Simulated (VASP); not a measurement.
Runs of VASP 6.6.1 on Cu. The structure is that of space group Im-3m (No. 229), or close to it. The cells are those of the table. 

```csv
level,potentials or basis,spin,cell,smearing,gap on the mesh (eV),pressure (GPa)
revPBE,"VASP PAW PBE potentials, release 64 (Cu)",off,"a = 2.461 Å, angles 108.2, 108.2, 112.0°, 1 atom",fermi-dirac 0.05 eV,none,11.6
PBEsol,"VASP PAW PBE potentials, release 64 (Cu)",off,"a = 2.376 Å, angles 109.3, 109.3, 109.8°, 1 atom",fermi-dirac 0.05 eV,none,(b)
PBE,"VASP PAW PBE potentials, release 64 (Cu)",off,"a = 2.461 Å, angles 108.2, 108.2, 112.0°, 1 atom",gaussian 0.016 eV,none,(a)
r2SCAN+D3(BJ),"VASP PAW PBE potentials, release 64 (Cu)","collinear, ferromagnetic start","a = 2.461 Å, angles 108.2, 108.2, 112.0°, 1 atom",tetrahedron,none,-3.1
LDA,"VASP PAW LDA potentials, release 64 (Cu)",off,"a = 2.493 Å, angles 108.2, 108.2, 112.0°, 1 atom",fermi-dirac 0.05 eV,none,-12.1
```

Alike in all rows: task single point; k mesh 13 × 13 × 13; cutoff (eV) 520.

**Question.** Fill in the values left out.

**Answer.** (a) 8.3; (b) 20.7.

Caveats: the PAW data sets were made with another functional, which shifts forces and pressure a little (some runs); pairwise dispersion overbinds metals, which lowers pressure and volume (some runs); tetrahedron occupations give inexact forces and stress in metals (some runs).

A gap of «none» marks levels without a gap at the run's occupations.
